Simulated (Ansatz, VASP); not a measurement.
## Two plane-wave programs on HfN

Contents of INCAR:

```
SYSTEM = HfN
PREC = Accurate
ENCUT = 520
EDIFF = 1E-6
ISMEAR = 0
SIGMA = 0.1
LREAL = .FALSE.
LASPH = .TRUE.
NELM = 100
ALGO = Normal
ISIF = 2
LWAVE = .FALSE.
LCHARG = .FALSE.
GGA = PE
NBANDS = 14
```

The input KPOINTS:

```
regular mesh
0
G
  16 16 16
  0 0 0
```

Contents of POSCAR:

```
HfN
1.0
    0.0000000000      2.3472970566      2.3472970566
    2.3472970566      0.0000000000      2.3472970566
    2.3472970566      2.3472970566      0.0000000000
Hf N
1 1
Direct
    0.0000000000      0.0000000000      0.0000000000
    0.5000000000      0.5000000000      0.5000000000
```

Input for Ansatz:

```yaml
crystal:
  lattice:
    - [0.0, 2.3472970566, 2.3472970566]
    - [2.3472970566, 0.0, 2.3472970566]
    - [2.3472970566, 2.3472970566, 0.0]
  atoms:
    - { symbol: Hf, position: [0.0, 0.0, 0.0] }
    - { symbol: "N", position: [0.5, 0.5, 0.5] }
basis:
  ecutwfc: 420
kpoints:
  mp_grid: { grid: [16, 16, 16] }
hamiltonian:
  xc: pbe
scf:
  occupations: { method: gaussian, width: 0.1 }
output:
  forces: true
  stress: true
  eigenvalues: true
```

Alike in both runs: task single point; functional PBE; k mesh 16 × 16 × 16; occupations gaussian, width 0.1 eV; no spin polarisation.

```csv
,VASP,Ansatz
version,VASP 6.6.1,Ansatz 0.2.0
potentials or method,"VASP PAW PBE potentials, release 64 (Hf_pv, N), cutoff 520 eV","scalar-relativistic, plane waves, PAW"
valence electrons in the cell,15,31
```

|  | VASP | Ansatz | Ansatz less VASP |
| --- | --- | --- | --- |
| gap on the k mesh at the Fermi level (eV) | none | none | - |
| pressure (GPa) | -22.4 | -20.5 | +1.98 |

A gap of «none» marks a metal or a gap that the smearing closes. VASP's potentials hold 15 valence electrons a cell and Ansatz's 31, so a difference there can come from the potentials and not from the codes.

Neither program's run includes spin-orbit coupling.
